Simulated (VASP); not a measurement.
A run of VASP 6.6.1 is set up as follows.

Contents of INCAR:

```
SYSTEM = SrTi2O4
PREC     = Accurate       ! precision mode
ENCUT    = 520            ! plane-wave cutoff, eV
EDIFF    = 1E-7           ! SCF threshold, eV
ISMEAR   = 0              ! smearing method
SIGMA    = 0.1            ! smearing width, eV
LREAL    = .False.        ! projectors in reciprocal space
LASPH    = .True.         ! aspherical terms in the spheres
NELM     = 150            ! most SCF steps
ALGO     = Normal         ! electronic algorithm
ISIF     = 2              ! what is computed and relaxed
LWAVE    = .False.        ! write WAVECAR
LCHARG   = .False.        ! write CHGCAR
ISPIN    = 2              ! spin polarisation
MAGMOM   = 0 0 0.11 0.11 0.11 0.11 0 0 0 0 0 0 0 0 ! initial moments
LORBIT   = 11             ! projections on sites
LMAXMIX  = 4              ! l up to which the mixer works
GGA      = PE             ! functional
NBANDS   = 75             ! bands
```

The input KPOINTS:

```
regular mesh
0
Gamma
  6 6 6
  0 0 0
```

Contents of POSCAR:

```
SrTi2O4
1.0
    0.0000000000      4.5233688293      4.5233688293
    4.5233688293      0.0000000000      4.5233688293
    4.5233688293      4.5233688293      0.0000000000
Sr Ti O
2 4 8
Direct
    0.2500000000      0.2500000000      0.2500000000
    0.0000000000      0.0000000000      0.0000000000
    0.6250000000      0.6250000000      0.1250000000
    0.1250000000      0.6250000000      0.6250000000
    0.6250000000      0.1250000000      0.6250000000
    0.6250000000      0.6250000000      0.6250000000
    0.3962111785      0.3962111785      0.3962111785
    0.3962111785      0.8113664645      0.3962111785
    0.8113664645      0.3962111785      0.3962111785
    0.8537888215      0.8537888215      0.4386335355
    0.3962111785      0.3962111785      0.8113664645
    0.8537888215      0.4386335355      0.8537888215
    0.4386335355      0.8537888215      0.8537888215
    0.8537888215      0.8537888215      0.8537888215
```

Potentials or basis: VASP PAW PBE potentials, release 64 (Sr_sv, Ti_sv, O).

Run with:

```console
$ cat potpaw_PBE.64/Sr_sv/POTCAR potpaw_PBE.64/Ti_sv/POTCAR potpaw_PBE.64/O/POTCAR > POTCAR
$ mpirun -np 1 vasp_std > vasp.out
```

Task: What does it give for the net moment?

Result: 0.00 μB per cell.

Task: What does it give for the pressure?

Result: 0.7 GPa.

Forces on the atoms (eV/Å):
```
Sr   0.000  0.000  0.000
Sr   0.000  0.000  0.000
Ti   0.000  0.000  0.000
Ti   0.000  0.000  0.000
Ti   0.000  0.000  0.000
Ti   0.000  0.000  0.000
O    0.022  0.022  0.022
O   -0.022  0.022 -0.022
O    0.022 -0.022 -0.022
O    0.022  0.022 -0.022
O   -0.022 -0.022  0.022
O    0.022 -0.022  0.022
O   -0.022  0.022  0.022
O   -0.022 -0.022 -0.022
```
